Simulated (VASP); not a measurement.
# Zr3S2 (I4/mmm) in VASP: single point with PBE

Aim: the single point of Zr3S2 with PBE.

Everything below comes from runs of VASP 6.6.1. Logs are shortened: lines on timing, memory, paths and dates and some standing lists are left out, and cuts for length are marked.

## (1) The cell of the first run

Symmetry: I4/mmm, No. 139, tetragonal system. Conventional cell: a = 3.568 Å, b = 3.568 Å, c = 15.286 Å, α = 90.00°, β = 90.00°, γ = 90.00°. Within 3.6 Å of Zr (site symmetry 4mm) lie 5 S at 2.63 to 3.00 Å and 8 Zr at 3.19 to 3.57 Å. Within 3.6 Å of Zr (site symmetry 4/mmm) lie 2 S at 2.69 Å and 12 Zr at 3.19 to 3.57 Å. S (site symmetry 4mm) has 6 Zr at 2.63 to 3.00 Å and 8 S at 3.38 to 3.57 Å within 3.6 Å.

## (2) Single point, PBE

Input file INCAR:

```
SYSTEM = Zr3S2
PREC = Accurate
ENCUT = 520
EDIFF = 1E-6
ISMEAR = 0
SIGMA = 0.2
LREAL = .FALSE.
LASPH = .TRUE.
NELM = 60
ALGO = Fast
ISIF = 2
LWAVE = .FALSE.
LCHARG = .FALSE.
GGA = PE
NBANDS = 59
```

Input file KPOINTS:

```
Automatic mesh
0
G
  6 4 6
  0 0 0
```

Input file POSCAR:

```
Zr3S2
1.0
    0.0000000000     -3.5681582943      0.0000000000
    7.1363165887      0.0000000000      0.0000000000
   -1.7840791472      1.7840791472      7.6429139123
Zr S
6 4
Direct
    0.6273637366      0.3136818683      0.2547274733
    0.6273637366      0.8136818683      0.2547274733
    0.3726362634      0.1863181317      0.7452725267
    0.3726362634      0.6863181317      0.7452725267
    0.0000000000      0.0000000000      0.0000000000
    0.0000000000      0.5000000000      0.0000000000
    0.1761871333      0.0880935667      0.3523742666
    0.1761871333      0.5880935667      0.3523742666
    0.8238128667      0.4119064333      0.6476257334
    0.8238128667      0.9119064333      0.6476257334
```

Potentials or basis: VASP PAW PBE potentials, release 64 (Zr_sv, S).

Started as:

```bash
cat potpaw_PBE.64/Zr_sv/POTCAR potpaw_PBE.64/S/POTCAR > POTCAR
mpirun -np 1 vasp_std > vasp.out
```

OUTCAR:

```text
SYSTEM = Zr3S2
   PREC = Accurate
   ENCUT = 520
   EDIFF = 1E-6
   ISMEAR = 0
   LREAL = .FALSE.
   LASPH = .TRUE.
   NELM = 60
   ISIF = 2
   GGA = PE

 ion  position               nearest neighbor table
   1  0.627  0.314  0.255-   7 2.63   7 2.63   8 2.63   8 2.63   9 3.00   5 3.19   6 3.19   5 3.19
                             6 3.19   2 3.57   2 3.57   3 3.89
   2  0.627  0.814  0.255-   8 2.63   8 2.63   7 2.63   7 2.63  10 3.00   6 3.19   5 3.19   6 3.19
                             5 3.19   1 3.57   1 3.57   4 3.89
   3  0.373  0.186  0.745-   9 2.63   9 2.63  10 2.63  10 2.63   7 3.00   6 3.19   5 3.19   6 3.19
                             5 3.19   4 3.57   4 3.57   1 3.89
   4  0.373  0.686  0.745-  10 2.63  10 2.63   9 2.63   9 2.63   8 3.00   5 3.19   6 3.19   5 3.19
                             6 3.19   3 3.57   3 3.57   2 3.89
   5  0.000  0.000  0.000-   7 2.69  10 2.69   1 3.19   4 3.19   3 3.19   2 3.19   1 3.19   4 3.19
                             3 3.19   2 3.19   6 3.57   6 3.57
   6  0.000  0.500  0.000-   8 2.69   9 2.69   2 3.19   3 3.19   1 3.19   4 3.19   2 3.19   3 3.19
                             1 3.19   4 3.19   5 3.57   5 3.57
   7  0.176  0.088  0.352-   1 2.63   1 2.63   2 2.63   2 2.63   5 2.69   3 3.00
   8  0.176  0.588  0.352-   2 2.63   2 2.63   1 2.63   1 2.63   6 2.69   4 3.00
   9  0.824  0.412  0.648-   3 2.63   3 2.63   4 2.63   4 2.63   6 2.69   1 3.00
  10  0.824  0.912  0.648-   4 2.63   4 2.63   3 2.63   3 2.63   5 2.69   2 3.00

  LATTYP: Found a base centered monoclinic cell.
 ALAT       =    15.6967603631
 B/A-ratio  =     0.2273181352
 C/A-ratio  =     0.4546362704
 COS(beta)  =    -0.2273181352

  Lattice vectors:

 A1 = (  -1.7840791472,   1.7840791472,   7.6429139123)
 A2 = (  -1.7840791472,  -1.7840791471,   7.6429139123)
 A3 = (   7.1363165887,   0.0000000000,   0.0000000000)

Analysis of symmetry for initial positions (statically):
=====================================================================
 Subroutine PRICEL returns following result:

  LATTYP: Found a body centered tetragonal cell.
 ALAT       =     3.5681582943
 C/A-ratio  =     4.2839545121

  Lattice vectors:

 A1 = (  -1.7840791471,  -1.7840791472,  -7.6429139123)
 A2 = (   1.7840791472,   1.7840791471,  -7.6429139123)
 A3 = (   1.7840791471,  -1.7840791471,   7.6429139123)

   2 primitive cells build up your supercell.

 Routine SETGRP: Setting up the symmetry group for a
 base centered monoclinic supercell.

 Subroutine GETGRP returns: Found  4 space group operations
 (whereof  4 operations were pure point group operations)
 out of a pool of  4 trial point group operations.

The static configuration has the point symmetry C_2h.

Analysis of symmetry for dynamics (positions and initial velocities):
=====================================================================
 Subroutine PRICEL returns following result:

  LATTYP: Found a body centered tetragonal cell.
 ALAT       =     3.5681582943
 C/A-ratio  =     4.2839545121

  Lattice vectors:

 A1 = (  -1.7840791471,  -1.7840791472,  -7.6429139123)
 A2 = (   1.7840791472,   1.7840791471,  -7.6429139123)
 A3 = (   1.7840791471,  -1.7840791471,   7.6429139123)

   2 primitive cells build up your supercell.

 Routine SETGRP: Setting up the symmetry group for a
 base centered monoclinic supercell.

 Subroutine GETGRP returns: Found  4 space group operations
 (whereof  4 operations were pure point group operations)
 out of a pool of  4 trial point group operations.

The dynamic configuration has the point symmetry C_2h.

 Subroutine INISYM returns: Found  4 space group operations
 (whereof  4 operations are pure point group operations),
 and found     2 'primitive' translations

----------------------------------------------------------------------------------------

                                     Primitive cell

  volume of cell :      97.3077

  direct lattice vectors                    reciprocal lattice vectors
    -1.784079147 -1.784079147 -7.642913912     0.000000000 -0.280256625 -0.065420075
     1.784079147  1.784079147 -7.642913912     0.280256625  0.000000000 -0.065420075
     1.784079147 -1.784079147  7.642913912     0.280256625 -0.280256625  0.000000000

  length of vectors
     8.048602977  8.048602977  8.048602977     0.287790830  0.287790830  0.396342720

  position of ions in fractional coordinates (direct lattice)
     0.372636263  0.372636263  1.000000000
     0.627363737  0.627363737  0.000000000
     0.000000000  0.000000000  0.000000000
     0.823812867  0.823812867  0.000000000
     0.176187133  0.176187133  1.000000000

  ion indices of the primitive-cell ions
   primitive index   ion index
                 1           1
                 2           3
                 3           6
                 4           7
                 5           9

----------------------------------------------------------------------------------------

 KPOINTS: Automatic mesh

Automatic generation of k-mesh.
 Grid dimensions read from file:
 generate k-points for:    6    4    6

 Generating k-lattice:

  Cartesian coordinates                     Fractional coordinates (reciprocal lattice)
     0.000000000 -0.046709437  0.010903346     0.166666667  0.000000000  0.000000000
     0.035032078  0.000000000  0.008177509     0.000000000  0.250000000 -0.000000000
     0.000000000  0.000000000  0.021806692     0.000000000  0.000000000  0.166666667

  Length of vectors
     0.047965138  0.035973854  0.021806692

  Shift w.r.t. Gamma in fractional coordinates (k-lattice)
     0.000000000  0.000000000  0.000000000

 Subroutine IBZKPT returns following result:
 ===========================================

 Found     47 irreducible k-points:

 Following reciprocal coordinates:
            Coordinates               Weight
  0.000000  0.000000  0.000000      1.000000
  0.166667  0.000000 -0.000000      4.000000
  0.333333  0.000000 -0.000000      4.000000
  0.500000  0.000000 -0.000000      2.000000
  0.000000  0.250000 -0.000000      2.000000
  0.166667  0.250000 -0.000000      4.000000
[... 16 lines left out ...]
  0.500000  0.250000  0.166667      4.000000
 -0.333333  0.250000  0.166667      4.000000
 [... further k-points ...]
   k-points           NKPTS =     47   k-points in BZ     NKDIM =     47   number of bands    NBANDS=     59
   number of dos      NEDOS =    301   number of ions     NIONS =     10
   total plane-waves  NPLWV =  90720
   dimension x,y,z NGX =    28 NGY =   54 NGZ =   60
   dimension x,y,z NGXF=    56 NGYF=  108 NGZF=  120
   ions per type =               6   4
   NGX,Y,Z   is equivalent  to a cutoff of  13.05, 12.58, 12.39 a.u.
   NGXF,Y,Z  is equivalent  to a cutoff of  26.09, 25.16, 24.79 a.u.
 SYSTEM =  Zr3S2
   PREC   = accura    normal or accurate (medium, high low for compatibility)
   ISTART =      0    job   : 0-new  1-cont  2-samecut
   ICHARG =      2    charge: 1-file 2-atom 10-const
   ISPIN  =      1    spin polarized calculation?
   LNONCOLLINEAR =      F non collinear calculations
   LSORBIT =      F    spin-orbit coupling
   LASPH  =      T    aspherical Exc in radial PAW
   ENCUT  =  520.0 eV  38.22 Ry    6.18 a.u.   6.63 13.27 14.97*2*pi/ulx,y,z
   NELM   =     60;   NELMIN=  2; NELMDL= -5     # of ELM steps
   EDIFF  = 0.1E-05   stopping-criterion for ELM
   LREAL  =      F    real-space projection
   EDIFFG = 0.1E-04   stopping-criterion for IOM
   NSW    =      0    number of steps for IOM
   IBRION =     -1    ionic relax: 0-MD 1-quasi-New 2-CG
   NFREE  =      0    steps in history (QN), initial steepest desc. (CG)
   ISIF   =      2    stress and relaxation
   ISYM   =      2    0-nonsym 1-usesym 2-fastsym
   POTIM  = 0.5000    time-step for ionic-motion
   TEBEG  =    0.0;   TEEND  =   0.0 temperature during run
   PSTRESS=    0.0 pullay stress
   NELECT =      96.0000    total number of electrons
   NUPDOWN=      -1.0000    fix difference up-down
   EMIN   =  10.00;   EMAX   =-10.00  energy-range for DOS
   EFERMI =   0.00;   METHOD = LEGACY
   ISMEAR =     0;   SIGMA  =   0.20  broadening in eV -4-tet -1-fermi 0-gaus
   EFERMI_NEDOS =   21; number of points for ismear=-14 and -15
   IALGO  =     68    algorithm
   IMIX   =      4    mixing-type and parameters
     AMIX     =   0.40;   BMIX     =  1.00
     AMIX_MAG =   1.60;   BMIX_MAG =  1.00
  volume/ion in A,a.u.               =      19.46       131.33
  Fermi-wavevector in a.u.,A,eV,Ry     =   1.293519  2.444397 22.765155  1.673192
  Thomas-Fermi vector in A             =   2.425160
   LORBIT       =      0    0 simple, 1 ext, 2 COOP (PROOUT), +10 PAW based schemes
   GGA     = PE    functional components
   LHFCALC =     F    Hartree Fock is set to
   AEXX    =    0.0000 exact exchange contribution
   IVDW    =     0    specifies the selected vdW correction
   LEPSILON=     F    determine dielectric tensor
   LRPA    =     F    only Hartree local field effects (RPA)
 non-spin polarized calculation
 RMM-DIIS sequential band-by-band and
 Gauss-broadening in eV      SIGMA  =   0.20
  energy-cutoff  :      520.00
  volume of cell :      194.62
 maximum number of plane-waves:      5267
 NGX is ok and might be reduce to    28
   NGX = 13   NGY = 27   NGZ = 29

 number of electron      96.0000006 magnetization

 Free energy of the ion-electron system (eV)
  ---------------------------------------------------
  ext. energy  EPLUGINS =         0.00000000
  ---------------------------------------------------
  free energy    TOTEN  =       -80.10602024 eV

  energy without entropy =      -80.00039670  energy(sigma->0) =      -80.05320847

 E-fermi :   9.4432     XC(G=0): -11.1740

 val. band max:        9.4411957222   @ k =   0.5000   0.2500   0.1667
 cond. band min:       9.4480840141   @ k =   0.0000   0.0000   0.0000
 fundamental gap:      0.0068882919
 Fermi energy:         9.4432358906

 k-point     1 :       0.0000    0.0000    0.0000
  band No.  band energies     occupation
      1     -39.8258      2.00000
      2     -39.8157      2.00000
      3     -39.8036      2.00000
      4     -39.8018      2.00000
      5     -39.1805      2.00000
      6     -39.1764      2.00000
[... 1477 lines left out ...]
     58      12.1036      0.00000
     59      12.4502      0.00000

 [... further k-points ...]

------------------------ aborting loop because EDIFF is reached ----------------------------------------

  FORCE on cell =-STRESS in cart. coord.  units (eV):
  Direction    XX          YY          ZZ          XY          YZ          ZX
  --------------------------------------------------------------------------------------
  -------------------------------------------------------------------------------------
  Total        0.2287819     -0.0217353     -0.1418727     -0.0000000     -0.0000000     -0.0000025
  in kB        1.8834542     -0.1789366     -1.1679714     -0.0000000     -0.0000000     -0.0000206
  external PRESSURE =       0.1788487 kB  Pullay stress =       0.0000000 kB

 VOLUME and BASIS-vectors are now :
 -----------------------------------------------------------------------------
  energy-cutoff  :      520.00
  volume of cell :      194.62
      direct lattice vectors                 reciprocal lattice vectors
     0.000000000 -3.568158294  0.000000000     0.000000000 -0.280256625  0.065420075
     7.136316589  0.000000000  0.000000000     0.140128312  0.000000000  0.032710037
    -1.784079147  1.784079147  7.642913912     0.000000000  0.000000000  0.130840150

 POSITION                                       TOTAL-FORCE (eV/Angst)
 -----------------------------------------------------------------------------------
      1.78408     -1.78408      1.94686         0.000101      0.000000      0.030186
      5.35224     -1.78408      1.94686         0.000101      0.000000      0.030186
      0.00000     -0.00000      5.69605        -0.000101     -0.000000     -0.030186
      3.56816     -0.00000      5.69605        -0.000101     -0.000000     -0.030186
      0.00000      0.00000      0.00000         0.000000     -0.000000      0.000000
      3.56816      0.00000      0.00000         0.000000      0.000000      0.000000
      0.00000      0.00000      2.69317        -0.000069     -0.000000     -0.000440
      3.56816      0.00000      2.69317        -0.000069     -0.000000     -0.000440
      1.78408     -1.78408      4.94975         0.000069      0.000000      0.000440
      5.35224     -1.78408      4.94975         0.000069      0.000000      0.000440
 -----------------------------------------------------------------------------------
    total drift:                                0.000000      0.000000      0.000000

  FREE ENERGIE OF THE ION-ELECTRON SYSTEM (eV)
  ---------------------------------------------------
  free  energy   TOTEN  =       -80.1060202435 eV

  energy  without entropy=      -80.0003967034  energy(sigma->0) =      -80.05320847
```

Wall time 34 min (1 thread of Oxide Virtual Turin-like, shared host); peak memory 0.5 GiB.

Results:

| Quantity | Value |
| --- | --- |
| Free energy | -80.1060 eV |
| Pressure | 0.0 GPa |
| Largest force | 0.030 eV/Å |
| Band gap on the k mesh | zero (bands 48 and 49 overlap by 1.11 eV) |

Forces on the atoms (eV/Å):
```
Zr   0.000  0.000  0.030
Zr   0.000  0.000  0.030
Zr   0.000  0.000 -0.030
Zr   0.000  0.000 -0.030
Zr   0.000  0.000  0.000
Zr   0.000  0.000  0.000
S    0.000  0.000  0.000
S    0.000  0.000  0.000
S    0.000  0.000  0.000
S    0.000  0.000  0.000
```
